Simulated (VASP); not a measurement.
A run of VASP 6.6.1 is set up as follows.

INCAR

```
PREC     = Accurate       # precision mode
ENCUT    = 520            # plane-wave cutoff, eV
EDIFF    = 1E-6           # SCF threshold, eV
ISMEAR   = 0              # smearing method
SIGMA    = 0.01           # smearing width, eV
LREAL    = F              # projectors in reciprocal space
LASPH    = T              # aspherical terms in the spheres
NELM     = 150            # most SCF steps
ALGO     = Normal         # electronic algorithm
ISIF     = 2              # what is computed and relaxed
LWAVE    = F              # write WAVECAR
LCHARG   = T              # write CHGCAR
MAGMOM   = 0 0 0 0 0 0 0 0 0 0 0 0 # initial moments
LORBIT   = 11             # projections on sites
LSORBIT  = T              # spin-orbit coupling
GGA_COMPAT= F            
LORBMOM  = T            
GGA      = PE             # functional
LVHAR    = T            
NBANDS   = 50             # bands
```

File KPOINTS:

```
Automatic mesh
0
Gamma
  12 12 6
```

The input POSCAR:

```
GaN
1.0
    3.1831494095      0.0000000000      0.0000000000
   -1.5915747048      2.7566882526      0.0000000000
    0.0000000000      0.0000000000      5.1836254585
Ga N
2 2
Direct
    0.3333333333      0.6666666667     -0.0008868077
    0.6666666667      0.3333333333      0.4991131923
    0.3333333333      0.6666666667      0.3758868077
    0.6666666667      0.3333333333      0.8758868077
```

Potentials or basis: VASP PAW PBE potentials, release 64 (Ga_d, N).

Command:

```bash
$ cat potpaw_PBE.64/Ga_d/POTCAR potpaw_PBE.64/N/POTCAR > POTCAR
$ mpirun -np 1 vasp_ncl > vasp.out
```

Q: What does it give for the net moment?

A: 0.00 μB per cell.

Q: What does it give for the largest force?

A: 0.005 eV/Å.

Q: What does it give for the pressure?

A: 6.3 GPa.

Forces on the atoms (eV/Å):
```
Ga   0.000  0.000  0.005
Ga   0.000  0.000  0.005
N    0.000  0.000 -0.005
N    0.000  0.000 -0.005
```
